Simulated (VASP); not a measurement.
A run of VASP 6.6.1:

INCAR

```
SYSTEM = HfH2F2
PREC = Accurate
ENCUT = 520
EDIFF = 1E-6
ISMEAR = 0
SIGMA = 0.1
LREAL = .FALSE.
LASPH = .TRUE.
NELM = 80
ALGO = Normal
ISIF = 2
LWAVE = .FALSE.
LCHARG = .FALSE.
GGA = PE
NBANDS = 21
```

KPOINTS

```
regular mesh
0
G
  8 8 8
  0 0 0
```

File POSCAR:

```
HfH2F2
1.0
   -1.3557246300      2.1500797000      4.5580999800
    1.3557246300     -2.1500797000      4.5580999800
    1.3557246300      2.1500797000     -4.5580999800
Hf H F
1 2 2
Direct
    0.0000000000      0.0000000000      0.0000000000
    0.3211419900      0.3211419900      0.0000000000
    0.6788580100      0.6788580100      0.0000000000
    0.1307839900      0.6307839900      0.5000000000
    0.8692160100      0.3692160100      0.5000000000
```

Potentials or basis: VASP PAW PBE potentials, release 64 (Hf_pv, H, F).

Command:

```bash
$ cat potpaw_PBE.64/Hf_pv/POTCAR potpaw_PBE.64/H/POTCAR potpaw_PBE.64/F/POTCAR > POTCAR
$ mpirun -np 1 vasp_std > vasp.out
```

Hardware: 1 thread of AMD EPYC 7R13 (shared host).

Task: Estimate the wall time of this run.

Result: It took 6.1 min on 1 thread of AMD EPYC 7R13, on a shared host, peak memory 0.27 GiB. Counts: scf iterations 15, k points 95.
